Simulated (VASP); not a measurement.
# CuI in VASP: further runs

Runs on CuI. Level: PBE. Tasks: single point.

All numbers are computed with VASP 6.6.1; they aren't measurements. Logs are shortened: lines on timing, memory, paths and dates and some standing lists are left out, and cuts for length are marked.

### Step 1. The cell of the first run

The cell holds a slab with vacuum, 6 atoms: a = 4.298 Å, b = 6.078 Å, c = 19.298 Å, α = 90.00°, β = 90.00°, γ = 90.00°.

### Step 2. Single point, PBE

Contents of INCAR:

```
SYSTEM = CuI
  PREC = Accurate
  ENCUT = 520
  EDIFF = 1E-6
  ISMEAR = 0
  SIGMA = 0.05
  LREAL = .False.
  LASPH = .True.
  NELM = 60
  ALGO = Normal
  ISIF = 2
  LWAVE = .False.
  LCHARG = .True.
  LDIPOL = .True.
  IDIPOL = 3
  DIPOL = 0.5 0.5 0.500
  GGA = PE
  LELF = .True.
  LVHAR = .True.
  LVACPOTAV = .True.
  NBANDS = 36
```

Contents of KPOINTS:

```
Automatic mesh
0
Gamma
  6 5 1
  0 0 0
```

Contents of POSCAR:

```
CuI
1.0
    4.2977998327      0.0000000000      0.0000000000
    0.0000000000      6.0780068118      0.0000000000
    0.0000000000      0.0000000000     19.2977998327
Cu I
3 3
Direct
    0.0000000000      0.7500000000      0.3886453412
    0.5000000000      0.2500000000      0.5000000000
    0.0000000000      0.7500000000      0.6113546588
    0.5000000000      0.5000000000      0.3886453412
    0.0000000000      0.0000000000      0.5000000000
    0.5000000000      0.5000000000      0.6113546588
```

Potentials or basis: VASP PAW PBE potentials, release 64 (Cu, I).

Command:

```
> cat potpaw_PBE.64/Cu/POTCAR potpaw_PBE.64/I/POTCAR > POTCAR
> mpirun -np 1 vasp_std > vasp.out
```

OUTCAR:

```text
SYSTEM = CuI
   PREC = Accurate
   ENCUT = 520
   EDIFF = 1E-6
   ISMEAR = 0
   LREAL = .False.
   LASPH = .True.
   NELM = 60
   ISIF = 2
   GGA = PE

 ion  position               nearest neighbor table
   1  0.000  0.750  0.389-   5 2.63   4 2.63   4 2.63
   2  0.500  0.250  0.500-   4 2.63   6 2.63   5 2.63   5 2.63
   3  0.000  0.750  0.611-   5 2.63   6 2.63   6 2.63
   4  0.500  0.500  0.389-   2 2.63   1 2.63   1 2.63
   5  0.000  0.000  0.500-   1 2.63   3 2.63   2 2.63   2 2.63
   6  0.500  0.500  0.611-   2 2.63   3 2.63   3 2.63

  LATTYP: Found a simple orthorhombic cell.
 ALAT       =     4.2977998327
 B/A-ratio  =     1.4142135624
 C/A-ratio  =     4.4901578910

  Lattice vectors:

 A1 = (   4.2977998327,   0.0000000000,   0.0000000000)
 A2 = (   0.0000000000,   6.0780068118,   0.0000000000)
 A3 = (   0.0000000000,   0.0000000000,  19.2977998327)

Analysis of symmetry for initial positions (statically):
=====================================================================
 Subroutine PRICEL returns:
 Original cell was already a primitive cell.

 Routine SETGRP: Setting up the symmetry group for a
 simple orthorhombic supercell.

 Subroutine GETGRP returns: Found  4 space group operations
 (whereof  4 operations were pure point group operations)
 out of a pool of  8 trial point group operations.

The static configuration has the point symmetry C_2v.

Analysis of symmetry for dynamics (positions and initial velocities):
=====================================================================
 Subroutine PRICEL returns:
 Original cell was already a primitive cell.

 Routine SETGRP: Setting up the symmetry group for a
 simple orthorhombic supercell.

 Subroutine GETGRP returns: Found  4 space group operations
 (whereof  4 operations were pure point group operations)
 out of a pool of  8 trial point group operations.

The dynamic configuration has the point symmetry C_2v.

 Subroutine INISYM returns: Found  4 space group operations
 (whereof  4 operations are pure point group operations),
 and found     1 'primitive' translations

----------------------------------------------------------------------------------------

                                     Primitive cell

  volume of cell :     504.0982

  direct lattice vectors                    reciprocal lattice vectors
     4.297799833  0.000000000  0.000000000     0.232677193  0.000000000  0.000000000
     0.000000000  6.078006812  0.000000000     0.000000000  0.164527621  0.000000000
     0.000000000  0.000000000 19.297799833     0.000000000  0.000000000  0.051819379

  length of vectors
     4.297799833  6.078006812 19.297799833     0.232677193  0.164527621  0.051819379

  position of ions in fractional coordinates (direct lattice)
     0.000000000  0.750000000  0.388645341
     0.500000000  0.250000000  0.500000000
     0.000000000  0.750000000  0.611354659
     0.500000000  0.500000000  0.388645341
     0.000000000  0.000000000  0.500000000
     0.500000000  0.500000000  0.611354659

  ion indices of the primitive-cell ions
   primitive index   ion index
                 1           1
                 2           2
                 3           3
                 4           4
                 5           5
                 6           6

----------------------------------------------------------------------------------------

 KPOINTS: Automatic mesh

Automatic generation of k-mesh.
 Grid dimensions read from file:
 generate k-points for:    6    5    1

 Generating k-lattice:

  Cartesian coordinates                     Fractional coordinates (reciprocal lattice)
     0.038779532  0.000000000  0.000000000     0.166666667  0.000000000  0.000000000
     0.000000000  0.032905524  0.000000000     0.000000000  0.200000000  0.000000000
     0.000000000  0.000000000  0.051819379     0.000000000  0.000000000  1.000000000

  Length of vectors
     0.038779532  0.032905524  0.051819379

  Shift w.r.t. Gamma in fractional coordinates (k-lattice)
     0.000000000  0.000000000  0.000000000

 Subroutine IBZKPT returns following result:
 ===========================================

 Found     12 irreducible k-points:

 Following reciprocal coordinates:
            Coordinates               Weight
  0.000000  0.000000  0.000000      1.000000
  0.166667  0.000000  0.000000      2.000000
  0.333333  0.000000  0.000000      2.000000
  0.500000  0.000000  0.000000      1.000000
  0.000000  0.200000  0.000000      2.000000
  0.166667  0.200000  0.000000      4.000000
  0.333333  0.200000  0.000000      4.000000
  0.500000  0.200000  0.000000      2.000000
  0.000000  0.400000  0.000000      2.000000
  0.166667  0.400000  0.000000      4.000000
  0.333333  0.400000  0.000000      4.000000
  0.500000  0.400000  0.000000      2.000000
   k-points           NKPTS =     12   k-points in BZ     NKDIM =     12   number of bands    NBANDS=     36
   number of dos      NEDOS =    301   number of ions     NIONS =      6
   total plane-waves  NPLWV = 221184
   dimension x,y,z NGX =    32 NGY =   48 NGZ =  144
   dimension x,y,z NGXF=    64 NGYF=   96 NGZF=  288
   ions per type =               3   3
   NGX,Y,Z   is equivalent  to a cutoff of  12.38, 13.13, 12.41 a.u.
   NGXF,Y,Z  is equivalent  to a cutoff of  24.76, 26.26, 24.81 a.u.
 SYSTEM =  CuI
   PREC   = accura    normal or accurate (medium, high low for compatibility)
   ISTART =      0    job   : 0-new  1-cont  2-samecut
   ICHARG =      2    charge: 1-file 2-atom 10-const
   ISPIN  =      1    spin polarized calculation?
   LNONCOLLINEAR =      F non collinear calculations
   LSORBIT =      F    spin-orbit coupling
   LASPH  =      T    aspherical Exc in radial PAW
   ENCUT  =  520.0 eV  38.22 Ry    6.18 a.u.   7.99 11.30 35.88*2*pi/ulx,y,z
   NELM   =     60;   NELMIN=  2; NELMDL= -5     # of ELM steps
   EDIFF  = 0.1E-05   stopping-criterion for ELM
   LREAL  =      F    real-space projection
   EDIFFG = 0.1E-04   stopping-criterion for IOM
   NSW    =      0    number of steps for IOM
   IBRION =     -1    ionic relax: 0-MD 1-quasi-New 2-CG
   NFREE  =      0    steps in history (QN), initial steepest desc. (CG)
   ISIF   =      2    stress and relaxation
   ISYM   =      2    0-nonsym 1-usesym 2-fastsym
   POTIM  = 0.5000    time-step for ionic-motion
[... 33 lines left out ...]

 Free energy of the ion-electron system (eV)
  ---------------------------------------------------
  ext. energy  EPLUGINS =         0.00000000
  ---------------------------------------------------
  free energy    TOTEN  =       -15.71373760 eV

  energy without entropy =      -15.71373760  energy(sigma->0) =      -15.71373760

 E-fermi :  -1.3601     XC(G=0):  -3.6703

 val. band max:       -1.6301447049   @ k =   0.0000   0.0000   0.0000
 cond. band min:      -0.5808264733   @ k =   0.0000   0.0000   0.0000
 fundamental gap:      1.0493182315
 Fermi energy:        -1.3601403373

 k-point     1 :       0.0000    0.0000    0.0000
  band No.  band energies     occupation
      1     -15.2705      2.00000
      2     -14.5436      2.00000
      3     -14.5220      2.00000
      4      -6.6266      2.00000
      5      -6.0335      2.00000
      6      -5.4306      2.00000
[... 28 lines left out ...]
     35       3.3403      0.00000
     36       3.6634      0.00000

 k-point     2 :       0.1667    0.0000    0.0000
  band No.  band energies     occupation
      1     -15.2054      2.00000
      2     -14.4994      2.00000
      3     -14.4954      2.00000
      4      -6.5216      2.00000
      5      -6.1076      2.00000
      6      -5.6804      2.00000
[... 28 lines left out ...]
     35       3.2922      0.00000
     36       3.6566      0.00000

 k-point     3 :       0.3333    0.0000    0.0000
  band No.  band energies     occupation
      1     -15.0613      2.00000
      2     -14.4616      2.00000
      3     -14.3946      2.00000
      4      -6.5314      2.00000
      5      -6.3816      2.00000
      6      -5.9813      2.00000
[... 28 lines left out ...]
     35       3.4945      0.00000
     36       4.0551      0.00000

 k-point     4 :       0.5000    0.0000    0.0000
  band No.  band energies     occupation
      1     -14.9794      2.00000
      2     -14.4493      2.00000
      3     -14.3418      2.00000
      4      -6.7001      2.00000
      5      -6.5643      2.00000
      6      -6.2050      2.00000
[... 28 lines left out ...]
     35       3.7714      0.00000
     36       4.0847      0.00000

 k-point     5 :       0.0000    0.2000    0.0000
  band No.  band energies     occupation
      1     -15.2385      2.00000
      2     -14.5613      2.00000
      3     -14.5408      2.00000
      4      -6.5834      2.00000
      5      -6.2244      2.00000
      6      -5.4925      2.00000
[... 28 lines left out ...]
     35       3.3964      0.00000
     36       4.0104      0.00000

 k-point     6 :       0.1667    0.2000    0.0000
  band No.  band energies     occupation
      1     -15.1786      2.00000
      2     -14.5308      2.00000
      3     -14.4930      2.00000
      4      -6.5004      2.00000
      5      -6.2050      2.00000
      6      -5.7393      2.00000
[... 28 lines left out ...]
     35       3.4494      0.00000
     36       3.7216      0.00000

 k-point     7 :       0.3333    0.2000    0.0000
  band No.  band energies     occupation
      1     -15.0487      2.00000
      2     -14.4729      2.00000
      3     -14.3929      2.00000
      4      -6.5565      2.00000
      5      -6.3258      2.00000
      6      -6.1502      2.00000
[... 28 lines left out ...]
     35       3.6236      0.00000
     36       4.0639      0.00000

 k-point     8 :       0.5000    0.2000    0.0000
  band No.  band energies     occupation
      1     -14.9772      2.00000
      2     -14.4467      2.00000
      3     -14.3405      2.00000
      4      -6.7302      2.00000
      5      -6.4761      2.00000
      6      -6.3700      2.00000
[... 28 lines left out ...]
     35       4.2736      0.00000
     36       4.4480      0.00000

 k-point     9 :       0.0000    0.4000    0.0000
  band No.  band energies     occupation
      1     -15.1771      2.00000
      2     -14.6343      2.00000
      3     -14.5363      2.00000
      4      -6.4773      2.00000
      5      -6.4322      2.00000
      6      -5.7176      2.00000
[... 28 lines left out ...]
     35       3.4827      0.00000
     36       3.9516      0.00000

 k-point    10 :       0.1667    0.4000    0.0000
  band No.  band energies     occupation
      1     -15.1286      2.00000
      2     -14.5882      2.00000
      3     -14.4890      2.00000
      4      -6.4369      2.00000
      5      -6.3370      2.00000
      6      -5.8992      2.00000
[... 28 lines left out ...]
     35       3.7489      0.00000
     36       3.8088      0.00000

 k-point    11 :       0.3333    0.4000    0.0000
  band No.  band energies     occupation
      1     -15.0270      2.00000
      2     -14.4924      2.00000
      3     -14.3902      2.00000
      4      -6.5838      2.00000
      5      -6.3379      2.00000
      6      -6.2055      2.00000
[... 28 lines left out ...]
     35       3.9344      0.00000
     36       4.0427      0.00000

 k-point    12 :       0.5000    0.4000    0.0000
  band No.  band energies     occupation
      1     -14.9737      2.00000
      2     -14.4424      2.00000
      3     -14.3386      2.00000
      4      -6.7811      2.00000
      5      -6.5555      2.00000
      6      -6.2677      2.00000
[... 28 lines left out ...]
     35       4.2569      0.00000
     36       4.2651      0.00000

------------------------ aborting loop because EDIFF is reached ----------------------------------------

  FORCE on cell =-STRESS in cart. coord.  units (eV):
  Direction    XX          YY          ZZ          XY          YZ          ZX
  --------------------------------------------------------------------------------------
  -------------------------------------------------------------------------------------
  Total       -1.6024425     -1.6457559     -0.6511892      0.0000000      0.0000000      0.0000000
  in kB       -5.0930491     -5.2307124     -2.0696770      0.0000000      0.0000000      0.0000000
  external PRESSURE =      -4.1311462 kB  Pullay stress =       0.0000000 kB

 VOLUME and BASIS-vectors are now :
 -----------------------------------------------------------------------------
  energy-cutoff  :      520.00
  volume of cell :      504.10
      direct lattice vectors                 reciprocal lattice vectors
     4.297799833  0.000000000  0.000000000     0.232677193  0.000000000  0.000000000
     0.000000000  6.078006812  0.000000000     0.000000000  0.164527621  0.000000000
     0.000000000  0.000000000 19.297799833     0.000000000  0.000000000  0.051819379

 POSITION                                       TOTAL-FORCE (eV/Angst)
 -----------------------------------------------------------------------------------
      0.00000      4.55851      7.50000        -0.000000     -0.649112      0.639435
      2.14890      1.51950      9.64890        -0.000000      0.104267      0.000000
      0.00000      4.55851     11.79780        -0.000000     -0.649112     -0.639435
      2.14890      3.03900      7.50000        -0.000000      0.454178     -0.491485
      0.00000      0.00000      9.64890        -0.000000      0.285601      0.000000
      2.14890      3.03900     11.79780         0.000000      0.454178      0.491485
 -----------------------------------------------------------------------------------
    total drift:                                0.000000     -0.000047      0.000000

  FREE ENERGIE OF THE ION-ELECTRON SYSTEM (eV)
  ---------------------------------------------------
  free  energy   TOTEN  =       -15.7137376027 eV

  energy  without entropy=      -15.7137376027  energy(sigma->0) =      -15.71373760

 vacuum level on the upper side and lower side of the slab         2.951         2.951
```

It took 13 min on 1 thread of Intel Xeon 8259CL, shared host; peak memory 0.6 GiB.

What came out:

```
Free energy            : -15.7137 eV
Largest force          : 0.911 eV/Å
Band gap on the k mesh : 1.05 eV
```

Forces on the atoms (eV/Å):
```
Cu   0.000 -0.649  0.639
Cu   0.000  0.104  0.000
Cu   0.000 -0.649 -0.639
I    0.000  0.454 -0.491
I    0.000  0.286  0.000
I    0.000  0.454  0.491
```

Caveat: spin-orbit coupling is left out, which moves the levels of the heavy elements.

### Step 3. Single point, PBE

Contents of INCAR:

```
  ALGO = Normal
  DIPOL = 0.5 0.5 0.500
  EDIFF = 1E-7
  ENCUT = 520
  GGA = PE
  IDIPOL = 3
  ISIF = 2
  ISMEAR = 0
  LASPH = T
  LCHARG = F
  LDIPOL = T
  LREAL = F
  LWAVE = F
  NBANDS = 36
  NELM = 80
  PREC = Accurate
  SIGMA = 0.05
```

Contents of KPOINTS:

```
k-points
0
Gamma
  6 5 1
```

Contents of POSCAR:

```
CuI
1.0
    4.2977998327      0.0000000000      0.0000000000
    0.0000000000      6.0780068118      0.0000000000
    0.0000000000      0.0000000000     19.2977998327
Cu I
3 3
Direct
    0.0000000000      0.6741847353      0.4322350143
    0.5000000000      0.3332064888      0.5000007402
    0.0000000000      0.6741874440      0.5677645707
    0.5000000000      0.5140250355      0.3789531696
    0.0000000000      0.0403640417      0.4999988459
    0.5000000000      0.5140322547      0.6210476593
```

Potentials or basis: VASP PAW PBE potentials, release 64 (Cu, I).

Command:

```
> cat potpaw_PBE.64/Cu/POTCAR potpaw_PBE.64/I/POTCAR > POTCAR
> mpirun -np 1 vasp_std > vasp.out
```

Wall time 18 min (1 thread of Intel Xeon 8259CL, shared host); peak memory 0.59 GiB.

Results (log left out):

- Free energy: -16.5280 eV
- Largest force: 0.013 eV/Å
- Band gap on the k mesh: 1.13 eV (least direct gap 1.68 eV)

Forces in eV/Å, atoms in the order of the input:
```
Cu   0.000 -0.005 -0.012
Cu   0.000  0.002  0.000
Cu   0.000 -0.005  0.012
I    0.000  0.005  0.007
I    0.000 -0.003  0.000
I    0.000  0.005 -0.007
```

Levels at points of the mesh, in eV from the valence-band top:
```csv
k point,band 23,band 24,band 25,band 26,band 27,band 28,band 29,band 30,band 31,band 32
"(0.00, 0.00, 0.00)",-1.05,-0.53,-0.50,-0.28,0.00,1.76,3.17,3.19,3.25,4.53
"(0.50, 0.00, 0.00)",-1.15,-1.05,-1.03,-1.00,-0.55,1.13,3.34,3.57,4.66,4.74
```

Caveat: spin-orbit coupling is left out, which moves the levels of the heavy elements.

### Step 4. Single point, PBE

This run uses another cell than the first one: it holds 10 atoms, not 6.

Contents of INCAR:

```
SYSTEM = CuI
PREC = Accurate ; ENCUT = 520
EDIFF = 1E-7 ; ISMEAR = 0
SIGMA = 0.05 ; LREAL = .FALSE.
LASPH = .TRUE. ; NELM = 100
ALGO = Normal ; ISIF = 2
LWAVE = .FALSE. ; LCHARG = .FALSE.
LDIPOL = .TRUE. ; IDIPOL = 3
DIPOL = 0.5 0.5 0.500 ; GGA = PE
NBANDS = 56
```

Contents of KPOINTS:

```
Automatic mesh
0
G
  6 6 1
  0 0 0
```

Contents of POSCAR:

```
CuI
1.0
    4.2977998336      0.0000000000      0.0000000000
    0.0000000000      4.2977998336      0.0000000000
    0.0000000000      0.0000000000     28.6755153293
Cu I
5 5
Direct
    0.5000000000      0.0000000000      0.2615471741
    0.0000000000      0.5000000000      0.3675262078
    0.5000000000      0.0000000000      0.4735052416
    0.0000000000      0.5000000000      0.5794842753
    0.5000000000      0.0000000000      0.6854633090
    0.5000000000      0.5000000000      0.3145366910
    0.0000000000      0.0000000000      0.4205157247
    0.5000000000      0.5000000000      0.5264947584
    0.0000000000      0.0000000000      0.6324737922
    0.5000000000      0.5000000000      0.7384528259
```

Command:

```
> cat potpaw_PBE.64/Cu/POTCAR potpaw_PBE.64/I/POTCAR > POTCAR
> mpirun -np 1 vasp_std > vasp.out
```

Run time: 19 min. Hardware: 1 thread of Intel Xeon Platinum 8488C (Sapphire Rapids), shared host; peak memory 0.71 GiB.

It converged, with:

- Free energy: -25.8802 eV
- Largest force: 0.629 eV/Å
- Band gap on the k mesh: zero (bands 45 and 46 overlap by 0.05 eV)

Forces on the atoms (eV/Å):
```
Cu   0.000  0.000  0.514
Cu   0.000  0.000  0.148
Cu   0.000  0.000  0.151
Cu   0.000  0.000  0.189
Cu   0.000  0.000  0.528
I    0.000  0.000 -0.629
I    0.000  0.000 -0.118
I    0.000  0.000 -0.161
I    0.000  0.000 -0.255
I    0.000  0.000 -0.366
```

Levels at points of the mesh, in eV from the Fermi level:
| k point | band 42 | band 43 | band 44 | band 45 | band 46 | band 47 | band 48 | band 49 |
| --- | --- | --- | --- | --- | --- | --- | --- | --- |
| (0.00, 0.00, 0.00) | -0.74 | -0.44 | -0.05 | 0.06 | 0.11 | 1.44 | 2.01 | 2.14 |
| (0.50, 0.00, 0.00) | -0.70 | -0.67 | -0.36 | -0.11 | 0.44 | 1.10 | 2.26 | 2.45 |
| (0.00, 0.50, 0.00) | -0.85 | -0.79 | -0.50 | -0.04 | 0.02 | 1.61 | 2.12 | 2.69 |
| (0.50, 0.50, 0.00) | -1.43 | -1.19 | -1.13 | -0.88 | 0.81 | 1.30 | 2.47 | 2.48 |

Caveat: spin-orbit coupling is left out, which moves the levels of the heavy elements.

### Step 5. The runs side by side

```csv
cell,k mesh,gap on the mesh (eV),largest force (eV/Å)
"a = 4.298, b = 6.078, c = 19.298 Å, 6 atoms, atomic positions A",6 × 5 × 1,1.05,0.91
"a = 4.298, b = 6.078, c = 19.298 Å, 6 atoms, atomic positions B",6 × 5 × 1,1.13,0.01
"a = 4.298, b = 4.298, c = 28.676 Å, 10 atoms, atomic positions C",6 × 6 × 1,none,0.63
```

Alike in all rows: task single point; level PBE; potentials or basis VASP PAW PBE potentials, release 64 (Cu, I); no spin polarisation; cutoff (eV) 520; smearing gaussian 0.05 eV.

Caveats: spin-orbit coupling is left out, which moves the levels of the heavy elements.

Total energies depend on the potentials used, so only differences within one code and one set of settings carry meaning.
